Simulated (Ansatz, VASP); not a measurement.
One calculation of Ba, two programs

INCAR

```
PREC     = Accurate       # precision mode
ENCUT    = 520            # plane-wave cutoff, eV
EDIFF    = 1E-6           # SCF threshold, eV
ISMEAR   = 0              # smearing method
SIGMA    = 0.15           # smearing width, eV
LREAL    = F              # projectors in reciprocal space
LASPH    = T              # aspherical terms in the spheres
NELM     = 100            # most SCF steps
ALGO     = Fast           # electronic algorithm
ISIF     = 2              # what is computed and relaxed
LWAVE    = F              # write WAVECAR
LCHARG   = T              # write CHGCAR
GGA      = CA             # functional
LELF     = T              # ELF
LVHAR    = T            
NBANDS   = 11             # bands
```

KPOINTS

```
Automatic mesh
0
Gamma
  18 18 18
```

The input POSCAR:

```
Ba
1.0
    3.7604393656      0.4521349384      0.4521349384
    0.4521349384      3.7604393656      0.4521349384
    0.4521349384      0.4521349384      3.7604393656
Ba
1
Direct
    0.0000000000      0.0000000000      0.0000000000
```

Input for Ansatz:

```yaml
crystal:
  lattice:
    - [3.7604393656, 0.4521349384, 0.4521349384]
    - [0.4521349384, 3.7604393656, 0.4521349384]
    - [0.4521349384, 0.4521349384, 3.7604393656]
  atoms:
    - { symbol: Ba, position: [0.0, 0.0, 0.0] }
basis:
  ecutwfc: 420
kpoints:
  mp_grid: { grid: [18, 18, 18] }
hamiltonian:
  xc: lda
scf:
  occupations: { method: gaussian, width: 0.15 }
output:
  forces: true
  stress: true
  eigenvalues: true
```

Alike in both runs: task single point; functional LDA; k mesh 18 × 18 × 18; occupations gaussian, width 0.15 eV; no spin polarisation.

|  | VASP | Ansatz |
| --- | --- | --- |
| version | VASP 6.6.1 | Ansatz 0.2.0 |
| potentials or method | VASP PAW LDA potentials, release 64 (Ba_sv), cutoff 520 eV | scalar-relativistic, plane waves, PAW |
| valence electrons in the cell | 10 | 10 |

|  | VASP | Ansatz | Ansatz less VASP |
| --- | --- | --- | --- |
| gap on the k mesh at the Fermi level (eV) | none | none | - |
| pressure (GPa) | 0.9 | 0.7 | -0.20 |
| traceless stress, the component that is largest in VASP (GPa) | 0.88 | 0.83 | -0.047 |

LDA's correlation is that of Perdew and Zunger in VASP and of Perdew and Wang (1992) in Ansatz. A gap of «none» marks a metal or a gap that the smearing closes.

Spin-orbit coupling is off throughout.
